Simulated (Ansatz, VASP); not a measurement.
## SnO in VASP and in Ansatz

```
Sn O
1.0
     3.50320    0.00000    0.00000
     0.00000    3.50320    0.00000
     0.00000    0.00000    4.84150
Sn O
2 2
Direct
  0.00000 0.50000 0.24575
  0.50000 0.00000 0.75425
  0.00000 0.00000 0.00000
  0.50000 0.50000 0.00000
```

Alike in both runs: task single point; functional LDA; k mesh 10 × 10 × 8; occupations gaussian, width 0.15 eV; no spin polarisation.

|  | VASP | Ansatz |
| --- | --- | --- |
| version | VASP 6.6.1 | Ansatz 0.2.0 |
| potentials or method | VASP PAW LDA potentials, release 64 (Sn_d, O), cutoff 520 eV | scalar-relativistic, plane waves, PAW |
| valence electrons in the cell | 40 | 40 |

```tsv
	VASP	Ansatz	Ansatz less VASP
gap on the k mesh at the Fermi level (eV)	none	none	-
pressure (GPa)	17.2	16.5	-0.65
traceless stress, the component that is largest in VASP (GPa)	-9.84	-9.90	-0.051
rms of the force components (eV/Å)	0.558	0.492	-0.0664
```

LDA's correlation is that of Perdew and Zunger in VASP and of Perdew and Wang (1992) in Ansatz. Atom by atom the forces differ by 0.066 eV/Å (rms over components). A gap of «none» marks a metal or a gap that the smearing closes.
